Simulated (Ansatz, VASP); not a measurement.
## One calculation of Cs, two programs

```
CELL_PARAMETERS angstrom
-3.07943 3.07943 3.07943
3.07943 -3.07943 3.07943
3.07943 3.07943 -3.07943
ATOMIC_POSITIONS crystal
Cs 0.00000 0.00000 0.00000
```

Alike in both runs: task single point; functional PBE; k mesh 10 × 10 × 10; occupations gaussian, width 0.1 eV; no spin polarisation.

```csv
,VASP,Ansatz
version,VASP 6.6.1,Ansatz 0.2.0
potentials or method,"VASP PAW PBE potentials, release 64 (Cs_sv), cutoff 520 eV","scalar-relativistic, plane waves, PAW"
valence electrons in the cell,9,9
```

|  | VASP | Ansatz | Ansatz less VASP |
| --- | --- | --- | --- |
| gap on the k mesh at the Fermi level (eV) | none | none | - |
| pressure (GPa) | 0.0 | 0.0 | +0.01 |

A gap of «none» marks a metal or a gap that the smearing closes.

Neither program's run includes spin-orbit coupling.
